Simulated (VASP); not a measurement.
Write the native input for VASP 6.6.1 that does the following.

| Item | Value |
| --- | --- |
| Task | single point |
| Functional | PBE |
| Potentials or basis | VASP PAW PBE potentials, release 64 (Te, Pd) |
| Cutoff | 520 eV |
| k mesh | 4 × 4 × 4 |
| Occupations | gaussian, width 0.1 eV |
| Spin | collinear spin |
| Starting moments | [0.0, 0.0, 0.0, 0.0, 0.0, 1.0] μB |
| Dipole correction | no |
| Further INCAR settings | ALGO = Normal; EDIFF = 1e-07; NBANDS = 33 |

The structure of Te5Pd lies in POSCAR:

```
Te5Pd
1.0
    6.2579002819      0.0000000000      0.0000000000
    0.0000000000      6.2579002819      0.0000000000
    0.0000000000      0.0000000000      6.2579002819
Te Pd
5 1
Direct
    0.7641386810      0.7641386810      0.7641386810
    0.2358613190      0.2358613190      0.7641386810
    0.2358613190      0.7641386810      0.2358613190
    0.7641386810      0.2358613190      0.2358613190
    0.5000000000      0.5000000000      0.5000000000
    0.0000000000      0.0000000000      0.0000000000
```

The cell was generated, and may not be a known phase.

These files were run (other wordings do the same):

INCAR

```
  PREC = Accurate
  ENCUT = 520
  EDIFF = 1E-7
  ISMEAR = 0
  SIGMA = 0.1
  LREAL = F
  LASPH = T
  NELM = 150
  ALGO = Normal
  ISIF = 2
  LWAVE = F
  LCHARG = T
  ISPIN = 2
  MAGMOM = 0 0 0 0 0 1
  LORBIT = 11
  LMAXMIX = 4
  GGA = PE
  LELF = T
  LVHAR = T
  NBANDS = 33
```

KPOINTS

```
regular mesh
0
Gamma
  4 4 4
```

Potentials or basis: VASP PAW PBE potentials, release 64 (Te, Pd).

The run is started by

```bash
$ cat potpaw_PBE.64/Te/POTCAR potpaw_PBE.64/Pd/POTCAR > POTCAR
$ mpirun -np 1 vasp_std > vasp.out
```

It gave:

```json
{
  "Pressure": "0.0 GPa",
  "Largest force": "0.015 eV/Å",
  "Band gap on the k mesh": "zero (filled and empty bands overlap)",
  "Net moment": "0.00 μB per cell",
  "Valence electrons inside the program's atomic spheres": "Te 3.29, 3.27 (each value once); Pd 9.53"
}
```

Caveat: spin-orbit coupling is left out, which moves the levels of the heavy elements.

Wall time 3.3 min on 1 thread of Intel(R) Xeon(R) 6975P-C (Granite Rapids) (shared host), peak memory 0.46 GiB.
